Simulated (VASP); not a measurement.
Runs of VASP 6.6.1 on Si2W. The structure is that of space group P6_222 (No. 180), or close to it. The cells are those of the table. 

| task | level | potentials or basis | cell | cutoff (eV) | gap on the mesh (eV) | pressure (GPa) | largest force (eV/Å) |
| --- | --- | --- | --- | --- | --- | --- | --- |
| single point | PBE | VASP PAW PBE potentials, release 64 (Si, W_sv) | a = 4.579, b = 4.579, c = 6.610 Å, angles 90.0, 90.0, 120.0°, 9 atoms | 520 | 0.01 | (c) | - |
| single point | PBEsol | VASP PAW PBE potentials, release 64 (Si, W_sv) | a = 4.576, b = 4.576, c = 6.603 Å, angles 90.0, 90.0, 120.0°, 9 atoms | 520 | (a) | 0.3 | - |
| relaxation of cell and atoms | PBE | VASP PAW PBE potentials, release 64 (Si, W_sv) | relaxed from a = 4.617, b = 4.617, c = 6.653 Å, angles 90.0, 90.0, 120.0°, 9 atoms | 600 | 0.01 | 0.0 | - |
| single point | LDA | VASP PAW LDA potentials, release 64 (Si, W_sv) | a = 4.579, b = 4.579, c = 6.610 Å, angles 90.0, 90.0, 120.0°, 9 atoms | 520 | none | -3.7 | 0.05 |
| single point | LDA | VASP PAW LDA potentials, release 64 (Si, W_sv) | a = 4.551, b = 4.551, c = 6.566 Å, angles 90.0, 90.0, 120.0°, 9 atoms | 520 | none | 0.8 | (b) |
| single point | PBE | VASP PAW PBE potentials, release 64 (Si, W_sv) | a = 4.614, b = 4.614, c = 6.646 Å, angles 90.0, 90.0, 120.0°, 9 atoms | 520 | 0.01 | 0.1 | - |

Alike in all rows: no spin polarisation; k mesh 6 × 6 × 4; smearing fermi-dirac 0.02 eV.

Question: Estimate the missing entries.

Answer: (a) 0.00; (b) 0.01; (c) 4.8.

Caveats: spin-orbit coupling is left out, which moves the levels of the heavy elements; the PAW data sets were made with another functional, which shifts forces and pressure a little (some runs).

A k mesh can miss the band edges, and the runs leave out spin-orbit coupling on W.

A gap of «none» marks levels without a gap at the run's occupations.
